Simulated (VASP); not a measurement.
Al2Cu, 6 atoms in the cell. It takes space group Immm (No. 71, orthorhombic). Conventional cell: a = 3.887 Å, b = 4.090 Å, c = 5.784 Å, α = 90.00°, β = 90.00°, γ = 90.00°. Al (site symmetry mm2) has 4 Cu at 2.43 to 2.49 Å and 6 Al at 2.82 to 2.93 Å within 3.2 Å. Cu (site symmetry mmm) has 8 Al at 2.43 to 2.49 Å within 3.2 Å.  This cell differs from its parent crystal: uniaxial strain along a: -4.0 %.

```yaml
Program: VASP 6.6.1
Task: single point
Functional: PBEsol
Potentials_or_basis: VASP PAW PBE potentials, release 64 (Al, Cu)
Cutoff: 520 eV
k_mesh: 10 × 10 × 6
Occupations: gaussian, width 0.1 eV
Spin: no spin polarisation
Dipole_correction: no
Further_INCAR_settings: ALGO = Fast; EDIFF = 1e-07; NBANDS = 26
```

Potentials or basis: VASP PAW PBE potentials, release 64 (Al, Cu).

Launch:

```bash
$ cat potpaw_PBE.64/Al/POTCAR potpaw_PBE.64/Cu/POTCAR > POTCAR
$ mpirun -np 1 vasp_std > vasp.out
```

Hardware: 1 thread of Intel(R) Xeon(R) 6975P-C (Granite Rapids), with other jobs on the host.

Question: Estimate the wall time of this run.

Answer: Wall time 3.6 min on 1 thread of Intel(R) Xeon(R) 6975P-C (Granite Rapids), on a shared host, peak memory 0.41 GiB. Counts: scf iterations 23, k points 144.
